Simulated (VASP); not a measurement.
Wanted: the native input for a VASP 6.6.1 run.

```
Task                    : density of states
Functional              : LDA
Potentials or basis     : VASP PAW LDA potentials, release 64 (Al, N)
Cutoff                  : 520 eV
k mesh                  : 15 × 15 × 15
Occupations             : fermi-dirac, width 0.1 eV
Spin                    : no spin polarisation
Dipole correction       : no
k mesh for the DOS      : 23 × 23 × 23
Occupations for the DOS : tetrahedron
Further INCAR settings  : ALGO = Normal; EDIFF = 1e-06; NBANDS = 11
```

The system is AlN (rocksalt type).

```
Al N
1.0
     0.00000    2.00547    2.00547
     2.00547    0.00000    2.00547
     2.00547    2.00547    0.00000
Al N
1 1
Direct
  0.00000 0.00000 0.00000
  0.50000 0.50000 0.50000
```

The input as run:

POSCAR

```
AlN
1.0
    0.0000000000      2.0054689508      2.0054689508
    2.0054689508      0.0000000000      2.0054689508
    2.0054689508      2.0054689508      0.0000000000
Al N
1 1
Direct
    0.0000000000      0.0000000000      0.0000000000
    0.5000000000      0.5000000000      0.5000000000
```

INCAR.step1

```
ALGO     = Normal         # electronic algorithm
EDIFF    = 1E-6           # SCF threshold, eV
ENCUT    = 520            # plane-wave cutoff, eV
ISIF     = 2              # what is computed and relaxed
ISMEAR   = -1             # smearing method
LASPH    = True           # aspherical terms in the spheres
LCHARG   = True           # write CHGCAR
LREAL    = False          # projectors in reciprocal space
LWAVE    = False          # write WAVECAR
NBANDS   = 11             # bands
NELM     = 80             # most SCF steps
PREC     = Accurate       # precision mode
SIGMA    = 0.1            # smearing width, eV
```

KPOINTS.step1

```
k-points
0
Gamma
  15 15 15
```

INCAR.step2

```
ALGO     = Normal         # electronic algorithm
EDIFF    = 1E-6           # SCF threshold, eV
ENCUT    = 520            # plane-wave cutoff, eV
ICHARG   = 11             # starting density
ISIF     = 2              # what is computed and relaxed
ISMEAR   = -5             # smearing method
LASPH    = True           # aspherical terms in the spheres
LCHARG   = False          # write CHGCAR
LORBIT   = 11             # projections on sites
LREAL    = False          # projectors in reciprocal space
LWAVE    = False          # write WAVECAR
NBANDS   = 11             # bands
NEDOS    = 2001           # points of the DOS
NELM     = 80             # most SCF steps
PREC     = Accurate       # precision mode
SIGMA    = 0.1            # smearing width, eV
```

KPOINTS.step2

```
k-points
0
Gamma
  23 23 23
```

Potentials or basis: VASP PAW LDA potentials, release 64 (Al, N).

The run is started by

```console
$ cat potpaw_LDA.64/Al/POTCAR potpaw_LDA.64/N/POTCAR > POTCAR
$ cp INCAR.step1 INCAR
$ cp KPOINTS.step1 KPOINTS
$ mpirun -np 1 vasp_std > vasp.out
$ cp INCAR.step2 INCAR
$ cp KPOINTS.step2 KPOINTS
$ mpirun -np 1 vasp_std > vasp.out
```

Results of the run:

```
Valence electrons inside the program's atomic spheres : Al 0.76; N 3.85
```

Wall time 26 s on 1 thread of Intel(R) Xeon(R) Platinum 8488C (Sapphire Rapids), on a shared host, peak memory 0.17 GiB.
